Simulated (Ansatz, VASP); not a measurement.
# MgO in VASP and in Ansatz

```
CELL_PARAMETERS angstrom
3.62700 0.00000 0.00000
-1.81350 3.14107 0.00000
0.00000 0.00000 4.06980
ATOMIC_POSITIONS crystal
Mg 0.66667 0.33333 0.75000
Mg 0.33333 0.66667 0.25000
O 0.66667 0.33333 0.25000
O 0.33333 0.66667 0.75000
```

Alike in both runs: task single point; functional PBE; k mesh 9 × 9 × 6; occupations gaussian, width 0.05 eV; no spin polarisation.

|  | VASP | Ansatz |
| --- | --- | --- |
| version | VASP 6.6.1 | Ansatz 0.2.0 |
| potentials or method | VASP PAW PBE potentials, release 64 (Mg, O), cutoff 520 eV | scalar-relativistic, plane waves, PAW |
| valence electrons in the cell | 16 | 32 |

```csv
,VASP,Ansatz,Ansatz less VASP
gap on the k mesh at the Fermi level (eV),3.28,3.30,+0.019
least direct gap on the mesh (eV),3.28,3.30,+0.019
pressure (GPa),-1.2,-0.7,+0.57
"traceless stress, the component that is largest in VASP (GPa)",7.39,7.44,+0.049
```

The functional is the same, so the differences come from potentials, cutoffs and numerics. VASP's potentials hold 16 valence electrons a cell and Ansatz's 32, so a difference there can come from the potentials and not from the codes.
